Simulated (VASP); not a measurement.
# Si62P (a cell with a defect) in VASP: a series of runs

The runs below take Si62P (a cell with a defect) through single point, with PBE.

Program: VASP 6.6.1. These are calculated values, not measurements. Logs are shortened: lines on timing, memory, paths and dates and some standing lists are left out, and cuts for length are marked.

## (1) The cell of the first run

The cell holds a defect, 63 atoms: a = 10.860 Å, b = 10.860 Å, c = 10.860 Å, α = 90.00°, β = 90.00°, γ = 90.00°.

## (2) Single point, PBE

File INCAR:

```
SYSTEM = Si62P
ALGO = Normal
EDIFF = 1E-6
ENCUT = 520
GGA = PE
ISIF = 2
ISMEAR = 0
LASPH = .TRUE.
LCHARG = .TRUE.
LELF = .TRUE.
LREAL = Auto
LVHAR = .TRUE.
LWAVE = .FALSE.
NBANDS = 164
NELECT = 254.0
NELM = 100
PREC = Accurate
SIGMA = 0.02
```

File KPOINTS:

```
k-points
0
G
  1 1 1
  0 0 0
```

File POSCAR:

```
Si62P
1.0
   10.8600000000      0.0000000000      0.0000000000
    0.0000000000     10.8600000000      0.0000000000
    0.0000000000      0.0000000000     10.8600000000
Si P
62 1
Direct
    0.4988651934      0.0000630755      0.0000518416
    0.6271918048      0.1226755064      0.1231166667
    0.7520701657      0.2459796501     -0.0052889503
    0.8688969613      0.3762873849      0.1229931860
    0.7525456722     -0.0064314917      0.2453843462
    0.8682569982      0.1216414365      0.3765764273
    0.0061659300      0.0113865562      0.0120335175
    0.1182518416      0.1479848066      0.1479138122
    0.2462976980      0.2528051565      0.0047437385
    0.3812970534      0.3757084715      0.1208291897
    0.5061890424      0.5032965009     -0.0053482505
    0.6210023941      0.6317787293      0.1254679558
    0.7523156538      0.7494546961     -0.0011055249
    0.8814488029      0.8711613260      0.1240136280
    0.2462960405      0.0051011050      0.2526840700
    0.3793622468      0.1230767956      0.3757244936
    0.5021873849      0.2479485267      0.2478162983
    0.6240023941      0.3738093923      0.3740564457
    0.7441714549      0.5008450276      0.2460275322
    0.8809913444      0.6057735727      0.3732116022
    0.5045536832     -0.0042165746      0.5024418048
    0.6194182320      0.1249440147      0.6321886740
    0.7427594843      0.2441300184      0.5008621547
    0.8801802947      0.3701723757      0.6060032228
    0.7513195212     -0.0011129834      0.7501928177
    0.8801997238      0.1233140884      0.8729652855
    0.0002270718      0.4985579190      0.0008535912
    0.1282922652      0.6157513812      0.1315545120
    0.2522692449      0.7468061694      0.0025135359
    0.3712478821      0.8782732965      0.1266116943
   -0.0180558932      0.2779712707      0.2793894107
    0.2577483425      0.4884355433      0.2550962247
    0.3726310313      0.6229876611      0.3774639042
    0.4958750460      0.7537985267      0.2536888582
    0.6323081031      0.8694556169      0.3769396869
   -0.0000941068      0.0001927256      0.4991293738
    0.1275461326      0.1311008287      0.6164796501
    0.2550473297      0.2567231123      0.4888036832
    0.3717248619      0.3782722836      0.6228203499
    0.5018962247      0.5009895948      0.5009721915
    0.6286437385      0.6251074586      0.6254465009
    0.7617539595      0.7402703499      0.5003330571
    0.8781070902      0.8733987109      0.6264092081
    0.2527534070      0.0021117864      0.7465711786
    0.3711988029      0.1266399632      0.8780901473
    0.4952139042      0.2542944751      0.7537699816
    0.6331096685      0.3772708103      0.8685471455
    0.7628867403      0.4998151013      0.7394001842
    0.8788756906      0.6256650092      0.8732546961
    0.0030416206      0.7430657459      0.2539933702
    0.1258497238      0.8733036832      0.3765559853
    0.1116049724      0.6223839779      0.6215876611
    0.2452709945      0.7453549724      0.5045212707
    0.3750731123      0.8717137201      0.6223083794
    0.0020460405      0.2522405157      0.7445552486
    0.1253970534      0.3763783610      0.8730330571
    0.2445351750      0.5052320442      0.7454326888
    0.3746727440      0.6228353591      0.8719836096
    0.5013751381      0.7499298343      0.7501415285
    0.6256476059      0.8752771639      0.8759154696
    0.0056081031      0.7555456722      0.7555264273
    0.1271747698      0.8826257827      0.8823788214
    0.0023421731      0.4428746777      0.4451175875
```

Potentials or basis: VASP PAW PBE potentials, release 64 (Si, P).

Started as:

```console
cat potpaw_PBE.64/Si/POTCAR potpaw_PBE.64/P/POTCAR > POTCAR
mpirun -np 1 vasp_gam > vasp.out
```

OUTCAR:

```text
SYSTEM = Si62P
   EDIFF = 1E-6
   ENCUT = 520
   GGA = PE
   ISIF = 2
   ISMEAR = 0
   LASPH = .TRUE.
   LREAL = Auto
   NELECT = 254.0
   NELM = 100
   PREC = Accurate

 ion  position               nearest neighbor table
   1  0.499  0.000  0.000-   2 2.35  60 2.36  30 2.36  45 2.36
   2  0.627  0.123  0.123-   1 2.35  17 2.35   3 2.36   5 2.36
   3  0.752  0.246  0.995-  26 2.34   4 2.36   2 2.36  47 2.36
   4  0.869  0.376  0.123-  19 2.33  31 2.35   3 2.36  27 2.36
   5  0.753  0.994  0.245-  14 2.34   6 2.35  35 2.36   2 2.36
   6  0.868  0.122  0.377-  23 2.33  31 2.35   5 2.35  36 2.36
[... 23 lines left out ...]
  30  0.371  0.878  0.127-  29 2.35   1 2.36  34 2.36  15 2.37
  31  0.982  0.278  0.279-   6 2.35   4 2.35   8 2.49  63 2.55
  32  0.258  0.488  0.255-  10 2.33  33 2.34  28 2.39
  33  0.373  0.623  0.377-  32 2.34  40 2.35  53 2.36  34 2.37
  34  0.496  0.754  0.254-  12 2.35  30 2.36  35 2.36  33 2.37
  35  0.632  0.869  0.377-   5 2.36  34 2.36  21 2.38  42 2.40
  36  1.000  0.000  0.499-  51 2.35   6 2.36  43 2.36  37 2.36
  37  0.128  0.131  0.616-  55 2.35  36 2.36  38 2.39  44 2.41
  38  0.255  0.257  0.489-  16 2.33  39 2.34  37 2.39
  39  0.372  0.378  0.623-  38 2.34  40 2.35  57 2.36  46 2.37
  40  0.502  0.501  0.501-  33 2.35  39 2.35  41 2.35  18 2.36
  41  0.629  0.625  0.625-  42 2.35  48 2.35  40 2.35  59 2.36
  42  0.762  0.740  0.500-  41 2.35  43 2.36  20 2.39  35 2.40
  43  0.878  0.873  0.626-  61 2.35  36 2.36  25 2.36  42 2.36
  44  0.253  0.002  0.747-  45 2.35  54 2.36  62 2.39  37 2.41
[... 17 lines left out ...]
  62  0.127  0.883  0.882-  61 2.35   7 2.38  44 2.39  29 2.39
  63  0.002  0.443  0.445-  24 2.33  20 2.34  31 2.55  52 2.98

  LATTYP: Found a simple cubic cell.
 ALAT       =    10.8600000000

  Lattice vectors:

 A1 = (  10.8600000000,   0.0000000000,   0.0000000000)
 A2 = (   0.0000000000,  10.8600000000,   0.0000000000)
 A3 = (   0.0000000000,   0.0000000000,  10.8600000000)

Analysis of symmetry for initial positions (statically):
=====================================================================
 Subroutine PRICEL returns:
 Original cell was already a primitive cell.

 Routine SETGRP: Setting up the symmetry group for a
 simple cubic supercell.

 Subroutine GETGRP returns: Found  1 space group operations
 (whereof  1 operations were pure point group operations)
 out of a pool of 48 trial point group operations.

The static configuration has the point symmetry C_1 .

Analysis of symmetry for dynamics (positions and initial velocities):
=====================================================================
 Subroutine PRICEL returns:
 Original cell was already a primitive cell.

 Routine SETGRP: Setting up the symmetry group for a
 simple cubic supercell.

 Subroutine GETGRP returns: Found  1 space group operations
 (whereof  1 operations were pure point group operations)
 out of a pool of 48 trial point group operations.

The dynamic configuration has the point symmetry C_1 .

 Subroutine INISYM returns: Found  1 space group operations
 (whereof  1 operations are pure point group operations),
 and found     1 'primitive' translations

----------------------------------------------------------------------------------------

                                     Primitive cell

  volume of cell :    1280.8241

  direct lattice vectors                    reciprocal lattice vectors
    10.860000000  0.000000000  0.000000000     0.092081031  0.000000000  0.000000000
     0.000000000 10.860000000  0.000000000     0.000000000  0.092081031  0.000000000
     0.000000000  0.000000000 10.860000000     0.000000000  0.000000000  0.092081031

  length of vectors
    10.860000000 10.860000000 10.860000000     0.092081031  0.092081031  0.092081031

  position of ions in fractional coordinates (direct lattice)
     0.498865193  0.000063076  0.000051842
     0.627191805  0.122675506  0.123116667
     0.752070166  0.245979650  0.994711050
     0.868896961  0.376287385  0.122993186
     0.752545672  0.993568508  0.245384346
     0.868256998  0.121641436  0.376576427
[... 55 lines left out ...]
     0.127174770  0.882625783  0.882378821
     0.002342173  0.442874678  0.445117588

  ion indices of the primitive-cell ions
   primitive index   ion index
                 1           1
                 2           2
                 3           3
                 4           4
                 5           5
                 6           6
[... 55 lines left out ...]
                62          62
                63          63

----------------------------------------------------------------------------------------

 KPOINTS: k-points

Automatic generation of k-mesh.
 Grid dimensions read from file:
 generate k-points for:    1    1    1

 Generating k-lattice:

  Cartesian coordinates                     Fractional coordinates (reciprocal lattice)
     0.092081031  0.000000000  0.000000000     1.000000000  0.000000000  0.000000000
     0.000000000  0.092081031  0.000000000     0.000000000  1.000000000  0.000000000
     0.000000000  0.000000000  0.092081031     0.000000000  0.000000000  1.000000000

  Length of vectors
     0.092081031  0.092081031  0.092081031

  Shift w.r.t. Gamma in fractional coordinates (k-lattice)
     0.000000000  0.000000000  0.000000000

 Subroutine IBZKPT returns following result:
 ===========================================

 Found      1 irreducible k-points:

 Following reciprocal coordinates:
            Coordinates               Weight
  0.000000  0.000000  0.000000      1.000000
   k-points           NKPTS =      1   k-points in BZ     NKDIM =      1   number of bands    NBANDS=    164
   number of dos      NEDOS =    301   number of ions     NIONS =     63
   total plane-waves  NPLWV = 592704
   dimension x,y,z NGX =    84 NGY =   84 NGZ =   84
   dimension x,y,z NGXF=   168 NGYF=  168 NGZF=  168
   ions per type =              62   1
   NGX,Y,Z   is equivalent  to a cutoff of  12.86, 12.86, 12.86 a.u.
   NGXF,Y,Z  is equivalent  to a cutoff of  25.72, 25.72, 25.72 a.u.
 SYSTEM =  Si62P
   PREC   = accura    normal or accurate (medium, high low for compatibility)
   ISTART =      0    job   : 0-new  1-cont  2-samecut
   ICHARG =      2    charge: 1-file 2-atom 10-const
   ISPIN  =      1    spin polarized calculation?
   LNONCOLLINEAR =      F non collinear calculations
   LSORBIT =      F    spin-orbit coupling
   LASPH  =      T    aspherical Exc in radial PAW
   ENCUT  =  520.0 eV  38.22 Ry    6.18 a.u.  20.19 20.19 20.19*2*pi/ulx,y,z
   NELM   =    100;   NELMIN=  2; NELMDL= -5     # of ELM steps
   EDIFF  = 0.1E-05   stopping-criterion for ELM
   LREAL  =      T    real-space projection
   EDIFFG = 0.1E-04   stopping-criterion for IOM
   NSW    =      0    number of steps for IOM
   IBRION =     -1    ionic relax: 0-MD 1-quasi-New 2-CG
   NFREE  =      0    steps in history (QN), initial steepest desc. (CG)
   ISIF   =      2    stress and relaxation
   ISYM   =      2    0-nonsym 1-usesym 2-fastsym
   POTIM  = 0.5000    time-step for ionic-motion
   TEBEG  =    0.0;   TEEND  =   0.0 temperature during run
   PSTRESS=    0.0 pullay stress
   NELECT =     254.0000    total number of electrons
   NUPDOWN=      -1.0000    fix difference up-down
   EMIN   =  10.00;   EMAX   =-10.00  energy-range for DOS
   EFERMI =   0.00;   METHOD = LEGACY
   ISMEAR =     0;   SIGMA  =   0.02  broadening in eV -4-tet -1-fermi 0-gaus
   EFERMI_NEDOS =   21; number of points for ismear=-14 and -15
   IALGO  =     38    algorithm
   IMIX   =      4    mixing-type and parameters
     AMIX     =   0.40;   BMIX     =  1.00
     AMIX_MAG =   1.60;   BMIX_MAG =  1.00
  volume/ion in A,a.u.               =      20.33       137.20
  Fermi-wavevector in a.u.,A,eV,Ry     =   0.954677  1.804077 12.400449  0.911407
  Thomas-Fermi vector in A             =   2.083445
   LORBIT       =      0    0 simple, 1 ext, 2 COOP (PROOUT), +10 PAW based schemes
   GGA     = PE    functional components
   LHFCALC =     F    Hartree Fock is set to
   AEXX    =    0.0000 exact exchange contribution
   IVDW    =     0    specifies the selected vdW correction
   LEPSILON=     F    determine dielectric tensor
   LRPA    =     F    only Hartree local field effects (RPA)
 non-spin polarized calculation
 Gauss-broadening in eV      SIGMA  =   0.02
  energy-cutoff  :      520.00
  volume of cell :     1280.82
 maximum number of plane-waves:     17229
 NGX is ok and might be reduce to    84
   NGX = 41   NGY = 41   NGZ = 41

 number of electron     253.9999997 magnetization

 Free energy of the ion-electron system (eV)
  ---------------------------------------------------
  ext. energy  EPLUGINS =         0.00000000
  ---------------------------------------------------
  free energy    TOTEN  =      -326.07543782 eV

  energy without entropy =     -326.07543782  energy(sigma->0) =     -326.07543782

 E-fermi :   6.0796     XC(G=0):  -9.3649

 val. band max:        5.9725306880   @ k =   0.0000   0.0000   0.0000
 cond. band min:       6.2087518188   @ k =   0.0000   0.0000   0.0000
 fundamental gap:      0.2362211308
 Fermi energy:         6.0796340076

 k-point     1 :       0.0000    0.0000    0.0000
  band No.  band energies     occupation
      1      -6.2803      2.00000
      2      -5.6316      2.00000
      3      -5.1528      2.00000
      4      -5.1352      2.00000
      5      -5.1241      2.00000
      6      -5.0982      2.00000
[... 131 lines left out ...]
    138       6.9224      0.00000
    139       6.9330      0.00000
 [bands above 139 left out]

------------------------ aborting loop because EDIFF is reached ----------------------------------------

  FORCE on cell =-STRESS in cart. coord.  units (eV):
  Direction    XX          YY          ZZ          XY          YZ          ZX
  --------------------------------------------------------------------------------------
  -------------------------------------------------------------------------------------
  Total       25.5610630     15.4313417     15.4074176      3.1449504      4.6502172      2.3069661
  in kB       31.9742243     19.3029993     19.2730727      3.9340050      5.8169367      2.8857740
  external PRESSURE =      23.5167654 kB  Pullay stress =       0.0000000 kB

 VOLUME and BASIS-vectors are now :
 -----------------------------------------------------------------------------
  energy-cutoff  :      520.00
  volume of cell :     1280.82
      direct lattice vectors                 reciprocal lattice vectors
    10.860000000  0.000000000  0.000000000     0.092081031  0.000000000  0.000000000
     0.000000000 10.860000000  0.000000000     0.000000000  0.092081031  0.000000000
     0.000000000  0.000000000 10.860000000     0.000000000  0.000000000  0.092081031

 POSITION                                       TOTAL-FORCE (eV/Angst)
 -----------------------------------------------------------------------------------
      5.41768      0.00068      0.00056         0.000783     -0.002405     -0.000865
      6.81130      1.33226      1.33705         0.010004     -0.005109     -0.004464
      8.16748      2.67134     10.80256         0.011918     -0.007503     -0.009466
      9.43622      4.08648      1.33571        -0.005636      0.002879     -0.006549
      8.17265     10.79015      2.66487         0.005634      0.003445      0.003787
      9.42927      1.32103      4.08962         0.005717      0.008820      0.001213
[... 55 lines left out ...]
      1.38112      9.58532      9.58263        -0.004630     -0.006596     -0.000684
      0.02544      4.80962      4.83398        -0.064756      0.078065      0.020991
 -----------------------------------------------------------------------------------
    total drift:                                0.007006     -0.013409      0.009786

  FREE ENERGIE OF THE ION-ELECTRON SYSTEM (eV)
  ---------------------------------------------------
  free  energy   TOTEN  =      -326.0754378182 eV

  energy  without entropy=     -326.0754378182  energy(sigma->0) =     -326.07543782
```

It took 6.8 min on 1 thread of Oxide Virtual Turin-like, shared host; peak memory 0.99 GiB.

What came out:

* Free energy: -326.0754 eV
* Largest force: 0.104 eV/Å

Forces on the atoms (eV/Å):
```
Si   0.001 -0.002 -0.001
Si   0.010 -0.005 -0.004
Si   0.012 -0.008 -0.009
Si  -0.006  0.003 -0.007
Si   0.006  0.003  0.004
Si   0.006  0.009  0.001
Si   0.001  0.002 -0.002
Si  -0.004  0.004  0.008
Si  -0.005  0.000  0.004
Si  -0.004 -0.014  0.011
Si  -0.010 -0.004  0.003
Si  -0.006 -0.002 -0.006
Si  -0.002  0.005 -0.001
Si   0.002  0.007  0.000
Si  -0.005  0.001  0.002
Si   0.022 -0.021 -0.008
Si   0.012 -0.012 -0.008
Si  -0.002 -0.002 -0.002
Si  -0.018  0.004 -0.014
Si  -0.012 -0.020 -0.012
Si   0.011 -0.011  0.006
Si   0.006 -0.002  0.002
Si   0.000  0.008  0.002
Si  -0.011  0.019  0.003
Si   0.006  0.001 -0.002
Si   0.015  0.002 -0.010
Si   0.000 -0.001 -0.005
Si  -0.007 -0.009  0.005
Si   0.006 -0.007 -0.001
Si  -0.004  0.000 -0.003
Si  -0.016  0.025  0.006
Si   0.007  0.001  0.010
Si   0.005  0.004  0.008
Si  -0.004  0.002 -0.004
Si   0.007 -0.004 -0.002
Si   0.003  0.002 -0.008
Si   0.001  0.006 -0.015
Si   0.043 -0.016 -0.010
Si   0.014 -0.005  0.005
Si   0.005 -0.001  0.003
Si  -0.001  0.003  0.005
Si   0.002 -0.003  0.006
Si   0.007  0.000 -0.002
Si  -0.002  0.002 -0.004
Si  -0.003 -0.006  0.003
Si   0.003 -0.008  0.003
Si  -0.008 -0.012  0.013
Si  -0.017  0.009  0.017
Si  -0.001  0.003  0.004
Si  -0.001  0.000 -0.005
Si  -0.003 -0.007  0.003
Si   0.006 -0.012  0.001
Si  -0.002 -0.001  0.000
Si  -0.005  0.000  0.002
Si   0.009  0.010 -0.015
Si   0.001  0.001  0.001
Si   0.005 -0.005 -0.002
Si  -0.001 -0.009 -0.002
Si  -0.003  0.002  0.001
Si   0.000  0.002  0.001
Si   0.001 -0.003 -0.003
Si  -0.005 -0.007 -0.001
P   -0.065  0.078  0.021
```

Levels at points of the mesh, in eV from the Fermi level:
```tsv
k point	band 123	band 124	band 125	band 126	band 127	band 128	band 129	band 130	band 131	band 132
(0.00, 0.00, 0.00)	-0.97	-0.74	-0.69	-0.26	-0.11	0.13	0.25	0.35	0.41	0.43
```

Caveat: the k points lie up to 0.58 Å⁻¹ apart; the cell carries a net charge on a neutralising background, which shifts energy and pressure; the cell is charged against a uniform background, so pressure and absolute levels hang on convention.

(Part 1 of 2 ends here.)
